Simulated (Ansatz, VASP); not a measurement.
**SiGe2N2 in VASP and in Ansatz**

```xyz
5
Lattice="-2.4422 2.4422 3.2701 2.4422 -2.4422 3.2701 2.4422 2.4422 -3.2701" Properties=species:S:1:pos:R:3 pbc="T T T"
Si    0.0000    0.0000    0.0000
Ge    2.4422    0.0000    1.6351
Ge    0.0000    2.4422    1.6351
N     0.0000    0.0000    4.8814
N     0.0000    0.0000    1.6588
```

Alike in both runs: functional PBE; k mesh 12 × 12 × 12; occupations gaussian, width 0.1 eV; no spin polarisation.

Ansatz relaxed the structure, and its values are those at the end. VASP's run is a single point on that final structure, the one shown.

|  | VASP | Ansatz |
| --- | --- | --- |
| version | VASP 6.6.1 | Ansatz 0.2.0 |
| potentials or method | VASP PAW PBE potentials, release 64 (Si, Ge_d, N), cutoff 520 eV | scalar-relativistic, plane waves, PAW |
| valence electrons in the cell | 42 | 42 |

|  | VASP | Ansatz | Ansatz less VASP |
| --- | --- | --- | --- |
| gap on the k mesh at the Fermi level (eV) | none | none | - |
| pressure (GPa) | 0.1 | 0.0 | -0.06 |
| rms of the force components (eV/Å) | 0.012 | 0.001 | -0.0110 |

A gap of «none» marks a metal or a gap that the smearing closes. With one functional, cell and mesh, what is left measures potentials, basis and numerics.
